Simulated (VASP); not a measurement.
# TaSi2 (R3m) in VASP: single point with PBE

Aim: the single point of TaSi2 with PBE.

Program: VASP 6.6.1. These are calculated values, not measurements. Logs are shortened: lines on timing, memory, paths and dates and some standing lists are left out, and cuts for length are marked.

### Step 1. The cell of the first run

The structure is trigonal, space group R3m (No. 160). Conventional cell: a = 3.987 Å, b = 3.987 Å, c = 12.770 Å, α = 90.00°, β = 90.00°, γ = 120.00°. Ta (site symmetry 3m) has 7 Si at 2.52 to 2.84 Å within 3.3 Å. Si (site symmetry 3m) has 3 Si at 2.39 Å and 4 Ta at 2.59 to 2.84 Å within 3.2 Å. Within 3.2 Å of Si (site symmetry 3m) lie 3 Si at 2.39 Å and 3 Ta at 2.52 Å.

The cell was built from a structure type or drawn by symmetry, and may not be a known phase.

### Step 2. Single point, PBE

Contents of INCAR:

```
PREC = Accurate
ENCUT = 500
EDIFF = 1E-6
ISMEAR = 0
SIGMA = 0.2
LREAL = F
LASPH = T
NELM = 120
ALGO = Normal
ISIF = 2
LWAVE = F
LCHARG = F
GGA = PE
NBANDS = 16
GGA_COMPAT = F
```

Contents of KPOINTS:

```
Automatic mesh
0
Gamma
  6 6 6
```

Contents of POSCAR:

```
TaSi2
1.0
    1.9934414402      1.1509139505      4.2565466649
   -1.9934414402      1.1509139505      4.2565466649
    0.0000000000     -2.3018279059      4.2565466635
Ta Si
1 2
Direct
    0.9498500276      0.9498500276      0.9498500276
    0.7471716703      0.7471716703      0.7471716703
    0.3638064021      0.3638064021      0.3638064021
```

Potentials or basis: VASP PAW PBE potentials, release 64 (Ta_pv, Si).

On the command line:

```
$ cat potpaw_PBE.64/Ta_pv/POTCAR potpaw_PBE.64/Si/POTCAR > POTCAR
$ mpirun -np 1 vasp_std > vasp.out
```

OUTCAR:

```text
PREC = Accurate
   ENCUT = 500
   EDIFF = 1E-6
   ISMEAR = 0
   LREAL = F
   LASPH = T
   NELM = 120
   ISIF = 2
   GGA = PE

 ion  position               nearest neighbor table
   1  0.950  0.950  0.950-   3 2.52   3 2.52   3 2.52   2 2.59   2 2.84   2 2.84   2 2.84
   2  0.747  0.747  0.747-   3 2.39   3 2.39   3 2.39   1 2.59   1 2.84   1 2.84   1 2.84
   3  0.364  0.364  0.364-   2 2.39   2 2.39   2 2.39   1 2.52   1 2.52   1 2.52

  LATTYP: Found a trigonal (rhomboedric) cell.
 ALAT       =     4.8390702834
 COS(alpha) =     0.6605990135

  Lattice vectors:

 A1 = (   1.9934414402,   1.1509139505,   4.2565466649)
 A2 = (  -1.9934414402,   1.1509139505,   4.2565466649)
 A3 = (   0.0000000000,  -2.3018279059,   4.2565466635)

Analysis of symmetry for initial positions (statically):
=====================================================================
 Subroutine PRICEL returns:
 Original cell was already a primitive cell.

 Routine SETGRP: Setting up the symmetry group for a
 trigonal (rhombohedral) supercell.

 Subroutine GETGRP returns: Found  6 space group operations
 (whereof  6 operations were pure point group operations)
 out of a pool of 12 trial point group operations.

The static configuration has the point symmetry C_3v.

Analysis of symmetry for dynamics (positions and initial velocities):
=====================================================================
 Subroutine PRICEL returns:
 Original cell was already a primitive cell.

 Routine SETGRP: Setting up the symmetry group for a
 trigonal (rhombohedral) supercell.

 Subroutine GETGRP returns: Found  6 space group operations
 (whereof  6 operations were pure point group operations)
 out of a pool of 12 trial point group operations.

The dynamic configuration has the point symmetry C_3v.

 Subroutine INISYM returns: Found  6 space group operations
 (whereof  6 operations are pure point group operations),
 and found     1 'primitive' translations

----------------------------------------------------------------------------------------

                                     Primitive cell

  volume of cell :      58.5942

  direct lattice vectors                    reciprocal lattice vectors
     1.993441440  1.150913950  4.256546665     0.250822517  0.144812448  0.078310743
    -1.993441440  1.150913950  4.256546665    -0.250822517  0.144812448  0.078310743
     0.000000000 -2.301827906  4.256546663     0.000000000 -0.289624896  0.078310743

  length of vectors
     4.839070283  4.839070283  4.839070283     0.300025253  0.300025253  0.300025253

  position of ions in fractional coordinates (direct lattice)
     0.949850028  0.949850028  0.949850028
     0.747171670  0.747171670  0.747171670
     0.363806402  0.363806402  0.363806402

  ion indices of the primitive-cell ions
   primitive index   ion index
                 1           1
                 2           2
                 3           3

----------------------------------------------------------------------------------------

 KPOINTS: Automatic mesh

Automatic generation of k-mesh.
 Grid dimensions read from file:
 generate k-points for:    6    6    6

 Generating k-lattice:

  Cartesian coordinates                     Fractional coordinates (reciprocal lattice)
     0.041803753  0.024135408  0.013051791     0.166666667 -0.000000000  0.000000000
    -0.041803753  0.024135408  0.013051791    -0.000000000  0.166666667  0.000000000
     0.000000000 -0.048270816  0.013051791     0.000000000  0.000000000  0.166666667

  Length of vectors
     0.050004209  0.050004209  0.050004209

  Shift w.r.t. Gamma in fractional coordinates (k-lattice)
     0.000000000  0.000000000  0.000000000

 Subroutine IBZKPT returns following result:
 ===========================================

 Found     32 irreducible k-points:

 Following reciprocal coordinates:
            Coordinates               Weight
  0.000000  0.000000  0.000000      1.000000
  0.166667 -0.000000 -0.000000      6.000000
  0.333333 -0.000000 -0.000000      6.000000
  0.500000 -0.000000 -0.000000      3.000000
  0.166667  0.166667 -0.000000      6.000000
  0.333333  0.166667 -0.000000     12.000000
[... 16 lines left out ...]
  0.500000  0.500000  0.166667      6.000000
 -0.333333  0.500000  0.166667     12.000000
 [... further k-points ...]
   k-points           NKPTS =     32   k-points in BZ     NKDIM =     32   number of bands    NBANDS=     16
   number of dos      NEDOS =    301   number of ions     NIONS =      3
   total plane-waves  NPLWV =  46656
   dimension x,y,z NGX =    36 NGY =   36 NGZ =   36
   dimension x,y,z NGXF=    72 NGYF=   72 NGZF=   72
   ions per type =               1   2
   NGX,Y,Z   is equivalent  to a cutoff of  12.37, 12.37, 12.37 a.u.
   NGXF,Y,Z  is equivalent  to a cutoff of  24.74, 24.74, 24.74 a.u.
 SYSTEM =  unknown system
   PREC   = accura    normal or accurate (medium, high low for compatibility)
   ISTART =      0    job   : 0-new  1-cont  2-samecut
   ICHARG =      2    charge: 1-file 2-atom 10-const
   ISPIN  =      1    spin polarized calculation?
   LNONCOLLINEAR =      F non collinear calculations
   LSORBIT =      F    spin-orbit coupling
   LASPH  =      T    aspherical Exc in radial PAW
   ENCUT  =  500.0 eV  36.75 Ry    6.06 a.u.   8.82  8.82  8.82*2*pi/ulx,y,z
   NELM   =    120;   NELMIN=  2; NELMDL= -5     # of ELM steps
   EDIFF  = 0.1E-05   stopping-criterion for ELM
   LREAL  =      F    real-space projection
   EDIFFG = 0.1E-04   stopping-criterion for IOM
   NSW    =      0    number of steps for IOM
   IBRION =     -1    ionic relax: 0-MD 1-quasi-New 2-CG
   NFREE  =      0    steps in history (QN), initial steepest desc. (CG)
   ISIF   =      2    stress and relaxation
   ISYM   =      2    0-nonsym 1-usesym 2-fastsym
   POTIM  = 0.5000    time-step for ionic-motion
   TEBEG  =    0.0;   TEEND  =   0.0 temperature during run
   PSTRESS=    0.0 pullay stress
   NELECT =      19.0000    total number of electrons
   NUPDOWN=      -1.0000    fix difference up-down
   EMIN   =  10.00;   EMAX   =-10.00  energy-range for DOS
   EFERMI =   0.00;   METHOD = LEGACY
   ISMEAR =     0;   SIGMA  =   0.20  broadening in eV -4-tet -1-fermi 0-gaus
   EFERMI_NEDOS =   21; number of points for ismear=-14 and -15
   IALGO  =     38    algorithm
   IMIX   =      4    mixing-type and parameters
     AMIX     =   0.40;   BMIX     =  1.00
     AMIX_MAG =   1.60;   BMIX_MAG =  1.00
  volume/ion in A,a.u.               =      19.53       131.80
  Fermi-wavevector in a.u.,A,eV,Ry     =   1.124711  2.125396 17.211035  1.264975
  Thomas-Fermi vector in A             =   2.261385
   LORBIT       =      0    0 simple, 1 ext, 2 COOP (PROOUT), +10 PAW based schemes
   GGA     = PE    functional components
   LHFCALC =     F    Hartree Fock is set to
   AEXX    =    0.0000 exact exchange contribution
   IVDW    =     0    specifies the selected vdW correction
   LEPSILON=     F    determine dielectric tensor
   LRPA    =     F    only Hartree local field effects (RPA)
 non-spin polarized calculation
 Gauss-broadening in eV      SIGMA  =   0.20
  energy-cutoff  :      500.00
  volume of cell :       58.59
 maximum number of plane-waves:      1506
   NGX = 17   NGY = 17   NGZ = 17

 number of electron      18.9999999 magnetization

 Free energy of the ion-electron system (eV)
  ---------------------------------------------------
  ext. energy  EPLUGINS =         0.00000000
  ---------------------------------------------------
  free energy    TOTEN  =       -21.15962229 eV

  energy without entropy =      -21.13122026  energy(sigma->0) =      -21.14542127

 E-fermi :   5.9418     XC(G=0): -10.3964

 val. band max:        5.9182703118   @ k =  -0.1667   0.5000   0.1667
 cond. band min:       6.0417977238   @ k =  -0.3333   0.1667   0.0000
 fundamental gap:      0.1235274120
 Fermi energy:         5.9418495342

 k-point     1 :       0.0000    0.0000    0.0000
  band No.  band energies     occupation
      1     -28.6506      2.00000
      2     -28.6506      2.00000
      3     -28.5533      2.00000
      4      -6.0761      2.00000
      5       1.2054      2.00000
      6       2.5391      2.00000
[... 8 lines left out ...]
     15      11.9489      0.00000
     16      11.9541      0.00000

 k-point     2 :       0.1667   -0.0000   -0.0000
  band No.  band energies     occupation
      1     -28.6619      2.00000
      2     -28.6533      2.00000
      3     -28.5523      2.00000
      4      -5.7216      2.00000
      5       0.7602      2.00000
      6       1.9549      2.00000
[... 8 lines left out ...]
     15      11.0666      0.00000
     16      11.7073      0.00000

 k-point     3 :       0.3333   -0.0000   -0.0000
  band No.  band energies     occupation
      1     -28.6844      2.00000
      2     -28.6587      2.00000
      3     -28.5503      2.00000
      4      -4.7251      2.00000
      5      -1.1161      2.00000
      6       1.9453      2.00000
[... 8 lines left out ...]
     15      10.8166      0.00000
     16      11.2578      0.00000

 k-point     4 :       0.5000   -0.0000   -0.0000
  band No.  band energies     occupation
      1     -28.6956      2.00000
      2     -28.6614      2.00000
      3     -28.5494      2.00000
      4      -3.6024      2.00000
      5      -2.5861      2.00000
      6       1.7669      2.00000
[... 8 lines left out ...]
     15      10.7621      0.00000
     16      11.9060      0.00000

 k-point     5 :       0.1667    0.1667   -0.0000
  band No.  band energies     occupation
      1     -28.6618      2.00000
      2     -28.6535      2.00000
      3     -28.5529      2.00000
      4      -5.6789      2.00000
      5       0.8114      2.00000
      6       1.6549      2.00000
[... 8 lines left out ...]
     15      10.8345      0.00000
     16      11.5987      0.00000

 k-point     6 :       0.3333    0.1667   -0.0000
  band No.  band energies     occupation
      1     -28.6766      2.00000
      2     -28.6596      2.00000
      3     -28.5517      2.00000
      4      -4.9749      2.00000
      5      -0.4025      2.00000
      6       1.4446      2.00000
[... 8 lines left out ...]
     15      10.3769      0.00000
     16      11.5106      0.00000

 k-point     7 :       0.5000    0.1667   -0.0000
  band No.  band energies     occupation
      1     -28.6899      2.00000
      2     -28.6671      2.00000
      3     -28.5499      2.00000
      4      -3.7840      2.00000
      5      -2.0482      2.00000
      6       1.0524      2.00000
[... 8 lines left out ...]
     15      11.3070      0.00000
     16      11.8753      0.00000

 k-point     8 :      -0.3333    0.1667    0.0000
  band No.  band energies     occupation
      1     -28.6899      2.00000
      2     -28.6671      2.00000
      3     -28.5493      2.00000
      4      -3.9097      2.00000
      5      -1.9507      2.00000
      6       1.0679      2.00000
[... 8 lines left out ...]
     15      11.1546      0.00000
     16      12.1106      0.00000

 k-point     9 :      -0.1667    0.1667    0.0000
  band No.  band energies     occupation
      1     -28.6766      2.00000
      2     -28.6595      2.00000
      3     -28.5505      2.00000
      4      -5.0870      2.00000
      5      -0.3708      2.00000
      6       1.6260      2.00000
[... 8 lines left out ...]
     15      10.6808      0.00000
     16      11.2378      0.00000
[... 172 lines left out ...]
 k-point    19 :       0.3333    0.3333    0.1667
  band No.  band energies     occupation
      1     -28.6619      2.00000
      2     -28.6537      2.00000
      3     -28.5558      2.00000
      4      -5.4225      2.00000
      5       0.4372      2.00000
      6       1.2389      2.00000
[... 8 lines left out ...]
     15      11.1282      0.00000
     16      11.4061      0.00000

 k-point    20 :       0.5000    0.3333    0.1667
  band No.  band energies     occupation
      1     -28.6767      2.00000
      2     -28.6598      2.00000
      3     -28.5539      2.00000
      4      -4.7266      2.00000
      5      -0.4716      2.00000
      6       1.0417      2.00000
[... 8 lines left out ...]
     15      10.7557      0.00000
     16      11.8242      0.00000

 k-point    21 :      -0.3333    0.3333    0.1667
  band No.  band energies     occupation
      1     -28.6897      2.00000
      2     -28.6674      2.00000
      3     -28.5510      2.00000
      4      -3.6426      2.00000
      5      -2.0257      2.00000
      6       1.0252      2.00000
[... 8 lines left out ...]
     15      11.2711      0.00000
     16      12.1733      0.00000

 k-point    22 :      -0.1667    0.3333    0.1667
  band No.  band energies     occupation
      1     -28.6896      2.00000
      2     -28.6674      2.00000
      3     -28.5499      2.00000
      4      -3.9019      2.00000
      5      -1.8344      2.00000
      6       1.0298      2.00000
[... 8 lines left out ...]
     15      11.4381      0.00000
     16      12.2272      0.00000

 k-point    23 :       0.5000    0.5000    0.1667
  band No.  band energies     occupation
      1     -28.6841      2.00000
      2     -28.6593      2.00000
      3     -28.5537      2.00000
      4      -4.3971      2.00000
      5      -1.0037      2.00000
      6       1.2898      2.00000
[... 8 lines left out ...]
     15      11.7804      0.00000
     16      12.3899      0.00000

 k-point    24 :      -0.3333    0.5000    0.1667
  band No.  band energies     occupation
      1     -28.6895      2.00000
      2     -28.6676      2.00000
      3     -28.5516      2.00000
      4      -3.6438      2.00000
      5      -1.8866      2.00000
      6       0.9775      2.00000
[... 8 lines left out ...]
     15      11.6606      0.00000
     16      12.1746      0.00000

 [... further k-points ...]
[... 5 lines left out ...]
  --------------------------------------------------------------------------------------
  -------------------------------------------------------------------------------------
  Total       -0.0101859     -0.0101859      0.0131645      0.0000000     -0.0000000      0.0000000
  in kB       -0.2785192     -0.2785192      0.3599657      0.0000000     -0.0000000      0.0000000
  external PRESSURE =      -0.0656909 kB  Pullay stress =       0.0000000 kB

 VOLUME and BASIS-vectors are now :
 -----------------------------------------------------------------------------
  energy-cutoff  :      500.00
  volume of cell :       58.59
      direct lattice vectors                 reciprocal lattice vectors
     1.993441440  1.150913950  4.256546665     0.250822517  0.144812448  0.078310743
    -1.993441440  1.150913950  4.256546665    -0.250822517  0.144812448  0.078310743
     0.000000000 -2.301827906  4.256546663     0.000000000 -0.289624896  0.078310743

 POSITION                                       TOTAL-FORCE (eV/Angst)
 -----------------------------------------------------------------------------------
      0.00000     -0.00000     12.12924         0.000000     -0.000000      0.004233
      0.00000     -0.00000      9.54111         0.000000     -0.000000      0.003332
      0.00000     -0.00000      4.64568         0.000000      0.000000     -0.007565
 -----------------------------------------------------------------------------------
    total drift:                                0.000000     -0.000000     -0.000275

  FREE ENERGIE OF THE ION-ELECTRON SYSTEM (eV)
  ---------------------------------------------------
  free  energy   TOTEN  =       -21.1596222885 eV

  energy  without entropy=      -21.1312202577  energy(sigma->0) =      -21.14542127
```

It took 24 s on 1 thread of AMD EPYC 9R45 (Zen 5), shared host; peak memory 0.18 GiB.

What came out:

```
Free energy            : -21.1596 eV
Pressure               : 0.0 GPa
Largest force          : 0.008 eV/Å
Band gap on the k mesh : zero (an odd number of electrons rules out a gap without spin polarisation)
```

Forces on the atoms (eV/Å):
```
Ta   0.000  0.000  0.004
Si   0.000  0.000  0.003
Si   0.000  0.000 -0.008
```

Caveat: spin-orbit coupling is left out, which moves the levels of the heavy elements.
